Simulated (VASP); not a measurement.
A run of VASP 6.6.1 is set up as follows.

The input INCAR:

```
SYSTEM = Ta3Br
ALGO = Normal
EDIFF = 1E-6
ENCUT = 500
GGA = PE
GGA_COMPAT = .FALSE.
ISIF = 2
ISMEAR = 0
LASPH = .TRUE.
LCHARG = .TRUE.
LELF = .TRUE.
LREAL = .FALSE.
LVHAR = .TRUE.
LWAVE = .FALSE.
NBANDS = 28
NELM = 120
PREC = Accurate
SIGMA = 0.1
```

The input KPOINTS:

```
k-points
0
G
  4 4 4
  0 0 0
```

The input POSCAR:

```
Ta3Br
1.0
    4.2296978741      0.0000000000      0.0000000000
    0.0000000000      4.2296978741      0.0000000000
    0.0000000000      0.0000000000      4.2296978741
Ta Br
3 1
Direct
    0.0000000000      0.5000000000      0.5000000000
    0.5000000000      0.0000000000      0.5000000000
    0.5000000000      0.5000000000      0.0000000000
    0.0000000000      0.0000000000      0.0000000000
```

Potentials or basis: VASP PAW PBE potentials, release 64 (Ta_pv, Br).

Command:

```bash
$ cat potpaw_PBE.64/Ta_pv/POTCAR potpaw_PBE.64/Br/POTCAR > POTCAR
$ mpirun -np 1 vasp_std > vasp.out
```

**Question.** What does it give for the band gap on the k mesh?

**Answer.** Zero (bands 20 and 21 overlap by 0.24 eV).

**Question.** What does it give for the pressure?

**Answer.** -0.3 GPa.

Caveat: the k points lie up to 0.37 Å⁻¹ apart; spin-orbit coupling is left out, which moves the levels of the heavy elements.
